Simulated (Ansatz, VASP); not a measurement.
**One calculation of NaI, two programs**

File POSCAR:

```
NaI
1.0
    0.0000000000      3.2364000000      3.2364000000
    3.3577650000      0.0000000000      3.2364000000
    3.3577650000      3.2364000000      0.0000000000
Na I
1 1
Direct
    0.0000000000      0.0000000000      0.0000000000
    0.5000000000      0.5000000000      0.5000000000
```

Contents of INCAR.step1:

```
PREC     = Accurate       # precision mode
ENCUT    = 520            # plane-wave cutoff, eV
ISMEAR   = 0              # smearing method
SIGMA    = 0.05           # smearing width, eV
LREAL    = F              # projectors in reciprocal space
LASPH    = T              # aspherical terms in the spheres
NELM     = 60             # most SCF steps
NBANDS   = 14             # bands
GGA      = PE             # functional
ALGO     = Normal         # electronic algorithm
EDIFF    = 1E-4           # SCF threshold, eV
LWAVE    = T              # write WAVECAR
LCHARG   = F              # write CHGCAR
```

INCAR.step2

```
PREC     = Accurate       # precision mode
ENCUT    = 520            # plane-wave cutoff, eV
EDIFF    = 1E-6           # SCF threshold, eV
ISMEAR   = 0              # smearing method
SIGMA    = 0.05           # smearing width, eV
LREAL    = F              # projectors in reciprocal space
LASPH    = T              # aspherical terms in the spheres
NELM     = 60             # most SCF steps
ALGO     = Normal         # electronic algorithm
ISIF     = 2              # what is computed and relaxed
LWAVE    = F              # write WAVECAR
LCHARG   = F              # write CHGCAR
METAGGA  = R2SCAN         # meta-GGA
LMIXTAU  = T            
NBANDS   = 14             # bands
ISTART   = 1
```

File KPOINTS:

```
regular mesh
0
Gamma
  6 6 6
```

Input for Ansatz:

```yaml
crystal:
  lattice:
    - [0.0, 3.2364, 3.2364]
    - [3.357765, 0.0, 3.2364]
    - [3.357765, 3.2364, 0.0]
  atoms:
    - { symbol: Na, position: [0.0, 0.0, 0.0] }
    - { symbol: I, position: [0.5, 0.5, 0.5] }
basis:
  ecutwfc: 500
kpoints:
  mp_grid: { grid: [6, 6, 6] }
hamiltonian:
  xc: r2scan
scf:
  occupations: { method: gaussian, width: 0.05 }
output:
  forces: true
  stress: true
  eigenvalues: true
```

Change from the starting cell: strain +0.0375 x Voigt [1, 0, 0, 0, 0, 0], atoms carried along.

Alike in both runs: task single point; functional r2SCAN; k mesh 6 × 6 × 6; occupations gaussian, width 0.05 eV; no spin polarisation.

```csv
,VASP,Ansatz
version,VASP 6.6.1,Ansatz 0.2.0
potentials or method,"VASP PAW PBE potentials, release 64 (Na_pv, I), cutoff 520 eV","scalar-relativistic, plane waves, PAW"
valence electrons in the cell,14,26
```

```csv
,VASP,Ansatz,Ansatz less VASP
gap on the k mesh at the Fermi level (eV),4.31,4.30,-0.009
least direct gap on the mesh (eV),4.31,4.30,-0.009
pressure (GPa),-0.7,-0.6,+0.05
"traceless stress, the component that is largest in VASP (GPa)",-0.50,-0.50,+0.007
```

VASP's potentials were made for PBE, not for r2SCAN. VASP's potentials hold 14 valence electrons a cell and Ansatz's 26, so a difference there can come from the potentials and not from the codes.

Spin-orbit coupling is off throughout.
